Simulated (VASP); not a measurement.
## ZrO2 (ZrO2 (P4_2/nmc)): single point with PBE

ZrO2 (ZrO2 (P4_2/nmc)):

```
Zr O
1.0
     3.62081    0.00000    0.00000
     0.00000    3.62081    0.00000
     0.00000    0.00000    5.28417
Zr O
2 4
Cartesian
  0.0000 0.0000 0.0000
  1.8104 1.8104 2.6421
  0.0000 1.8104 1.6248
  0.0000 1.8104 4.2669
  1.8104 0.0000 3.6594
  1.8104 0.0000 1.0173
```

| Quantity | Value |
| --- | --- |
| Program | VASP 6.6.1 |
| Task | single point |
| Functional | PBE |
| Potentials or basis | VASP PAW PBE potentials, release 64 (Zr_sv, O) |
| Cutoff | 600 eV |
| k mesh | 6 × 6 × 4 |
| Occupations | fermi-dirac, width 0.01 eV |
| Spin | no spin polarisation |

- Pressure: 0.1 GPa
- Largest force: 0.026 eV/Å
- Band gap on the k mesh: 4.05 eV, indirect (least direct gap 4.13 eV)

Forces on the atoms (eV/Å):
```
Zr   0.000  0.000  0.000
Zr   0.000  0.000  0.000
O    0.000  0.000 -0.026
O    0.000  0.000 -0.026
O    0.000  0.000  0.026
O    0.000  0.000  0.026
```

Stress tensor (GPa, compression positive):
```
0.20 0.00 0.00
0.00 0.20 0.00
0.00 0.00 0.04
```

Levels at points of the mesh, in eV from the valence-band top:
| k point | band 22 | band 23 | band 24 | band 25 | band 26 | band 27 |
| --- | --- | --- | --- | --- | --- | --- |
| (0.00, 0.00, 0.00) | -0.15 | -0.08 | -0.08 | 4.05 | 4.58 | 5.17 |
| (0.50, 0.00, 0.00) | -1.36 | -0.11 | -0.11 | 4.44 | 4.44 | 5.36 |
| (0.50, 0.50, 0.00) | -0.75 | -0.54 | -0.54 | 5.07 | 5.07 | 5.53 |
| (0.00, 0.00, 0.50) | -0.59 | -0.01 | -0.01 | 4.57 | 4.57 | 5.24 |
| (0.50, 0.00, 0.50) | -1.28 | -0.78 | -0.78 | 4.52 | 4.52 | 4.88 |
| (0.50, 0.50, 0.50) | -1.50 | -0.11 | -0.11 | 5.10 | 5.10 | 5.73 |

Run time: 97 s on 1 thread of Intel(R) Xeon(R) Platinum 8488C (Sapphire Rapids), on a shared host, peak memory 0.22 GiB.

A k mesh can miss the band edges. Expect the measured gap to be larger: semilocal functionals such as PBE lack the derivative discontinuity.
